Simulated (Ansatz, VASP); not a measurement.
**MgS: VASP beside Ansatz**

Contents of INCAR:

```
SYSTEM = MgS
ALGO = Normal
EDIFF = 1E-6
ENCUT = 520
GGA = CA
ISIF = 2
ISMEAR = -1
LASPH = .True.
LCHARG = .False.
LREAL = .False.
LWAVE = .False.
NBANDS = 11
NELM = 80
PREC = Accurate
SIGMA = 0.05
```

The input KPOINTS:

```
k-points
0
Gamma
  9 9 9
  0 0 0
```

The input POSCAR:

```
MgS
1.0
    0.0000000000      2.6358861629      2.6358861629
    2.6358861629      0.0000000000      2.6358861629
    2.6358861629      2.6358861629      0.0000000000
S Mg
1 1
Direct
    0.5000000000      0.5000000000      0.5000000000
    0.0000000000      0.0000000000      0.0000000000
```

File input.yaml:

```yaml
crystal:
  lattice:
    - [0.0, 2.6358861629, 2.6358861629]
    - [2.6358861629, 0.0, 2.6358861629]
    - [2.6358861629, 2.6358861629, 0.0]
  atoms:
    - { symbol: S, position: [0.5, 0.5, 0.5] }
    - { symbol: Mg, position: [0.0, 0.0, 0.0] }
kpoints:
  mp_grid: { grid: [9, 9, 9] }
scf:
  occupations: { method: fermi_dirac, width: 0.05 }
hamiltonian:
  xc: lda
  pseudopotentials: { kind: all_electron, lapw: { basis_error: 0.001 } }
output:
  forces: true
  stress: true
  eigenvalues: true
```

Change from the starting cell: volume scaled by 1.04.

Alike in both runs: task single point; functional LDA; k mesh 9 × 9 × 9; occupations fermi-dirac, width 0.05 eV; no spin polarisation.

|  | VASP | Ansatz |
| --- | --- | --- |
| version | VASP 6.6.1 | Ansatz 0.2.0 |
| potentials or method | VASP PAW LDA potentials, release 64 (S, Mg), cutoff 520 eV | all-electron LAPW, scalar-relativistic |

|  | VASP | Ansatz | Ansatz less VASP |
| --- | --- | --- | --- |
| gap on the k mesh at the Fermi level (eV) | 2.60 | 2.61 | +0.006 |
| least direct gap on the mesh (eV) | 3.19 | 3.19 | -0.008 |
| pressure (GPa) | -6.3 | -5.8 | +0.57 |

LDA's correlation is that of Perdew and Zunger in VASP and of Perdew and Wang (1992) in Ansatz. Ansatz ran all-electron here, and VASP with PAW potentials.
